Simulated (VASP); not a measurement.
Wanted: the native input for a VASP 6.6.1 run.

| Item | Value |
| --- | --- |
| Task | single point |
| Functional | PBE |
| Potentials or basis | VASP PAW PBE potentials, release 64 (O, Se, Br) |
| Cutoff | 520 eV |
| k mesh | 5 × 5 × 2 |
| Occupations | gaussian, width 0.0682 eV |
| Spin | no spin polarisation |
| Dipole correction | no |
| Further INCAR settings | ALGO = Normal; EDIFF = 1e-07; NBANDS = 44 |

The structure of SeBr3O lies in POSCAR:

```
SeBr3O
1.0
   -0.0000001145      3.9327570000     -0.0000000502
    8.5903960572     -1.9663782500      0.0000000251
    3.8070830000      0.0000000000     -8.6851440000
O Se Br
2 2 6
Direct
    0.7216450965      0.4432901930      0.5678901904
    0.2783549035      0.5567098070      0.4321098096
    0.1929943712      0.3859887425      0.6337865920
    0.8070056288      0.6140112575      0.3662134080
    0.2735551598      0.5471103195      0.8099019479
    0.7264448402      0.4528896805      0.1900980521
    0.5736012978      0.1472025956      0.9677359204
    0.4263987022      0.8527974044      0.0322640796
    0.0615980879      0.1231961758      0.5853492697
    0.9384019121      0.8768038242      0.4146507303
```

These files were run (other wordings do the same):

INCAR

```
PREC = Accurate
ENCUT = 520
EDIFF = 1E-7
ISMEAR = 0
SIGMA = 0.0682
LREAL = F
LASPH = T
NELM = 60
ALGO = Normal
ISIF = 2
LWAVE = F
LCHARG = T
GGA = PE
LELF = T
LVHAR = T
NBANDS = 44
```

KPOINTS

```
regular mesh
0
Gamma
  5 5 2
```

Potentials or basis: VASP PAW PBE potentials, release 64 (O, Se, Br).

The run is started by

```sh
$ cat potpaw_PBE.64/O/POTCAR potpaw_PBE.64/Se/POTCAR potpaw_PBE.64/Br/POTCAR > POTCAR
$ mpirun -np 1 vasp_std > vasp.out
```

It gave:

* Pressure: 1.1 GPa
* Largest force: 0.089 eV/Å
* Band gap on the k mesh: 0.45 eV, direct

It took 8 min on 1 thread of Oxide Virtual Turin-like Processor, on a shared host, peak memory 0.47 GiB.
